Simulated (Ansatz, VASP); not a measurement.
# BaTiO3: VASP beside Ansatz

```
Ba Ti O
1.0
     2.84609    1.64319    2.33375
    -2.84609    1.64319    2.33375
     0.00000   -3.28638    2.33375
Ba Ti O
1 1 3
Direct
  0.00000 0.00000 0.00000
  0.48450 0.48450 0.48450
  0.50860 0.01750 0.50860
  0.01750 0.50860 0.50860
  0.50860 0.50860 0.01750
```

Change from the starting cell: volume scaled by 1.02.

Alike in both runs: task single point; functional PBE; k mesh 7 × 7 × 7; occupations fermi-dirac, width 0.05 eV; no spin polarisation.

|  | VASP | Ansatz |
| --- | --- | --- |
| version | VASP 6.6.1 | Ansatz 0.2.0 |
| potentials or method | VASP PAW PBE potentials, release 64 (Ba_sv, Ti_sv, O), cutoff 520 eV | all-electron LAPW, scalar-relativistic |

VASP gave:

* gap on the k mesh at the Fermi level (eV): 2.39
* least direct gap on the mesh (eV): 2.74
* pressure (GPa): 3.3
* rms of the force components (eV/Å): 0.038

Problem. Which values does Ansatz return?

Solution. gap on the k mesh at the Fermi level (eV): 2.43; least direct gap on the mesh (eV): 2.75; pressure (GPa): 1.6; rms of the force components (eV/Å): 0.050.

Atom by atom the forces differ by 0.028 eV/Å (rms over components). Ansatz ran all-electron here, and VASP with PAW potentials.

Spin-orbit coupling is off throughout.
